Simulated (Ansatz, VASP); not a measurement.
**Cd2S: VASP beside Ansatz**

```
Cd S
1.0
     5.20506    0.00000    0.00000
     0.00000    5.20506    0.00000
     0.00000    0.00000    3.91400
Cd S
2 1
Direct
  0.00000 0.50000 0.00000
  0.50000 0.00000 0.00000
  0.00000 0.00000 0.00000
```

Alike in both runs: functional PBE; k mesh 10 × 10 × 12; occupations gaussian, width 0.1 eV; no spin polarisation.

Ansatz relaxed the structure, and its values are those at the end. VASP's run is a single point on that final structure, the one shown.

```csv
,VASP,Ansatz
version,VASP 6.6.1,Ansatz 0.2.0
potentials or method,"VASP PAW PBE potentials, release 64 (Cd, S), cutoff 520 eV","scalar-relativistic, plane waves, PAW"
valence electrons in the cell,30,46
```

```tsv
	VASP	Ansatz	Ansatz less VASP
gap on the k mesh at the Fermi level (eV)	none	none	-
pressure (GPa)	0.2	0.0	-0.16
```

A gap of «none» marks a metal or a gap that the smearing closes. VASP's potentials hold 30 valence electrons a cell and Ansatz's 46, so a difference there can come from the potentials and not from the codes.
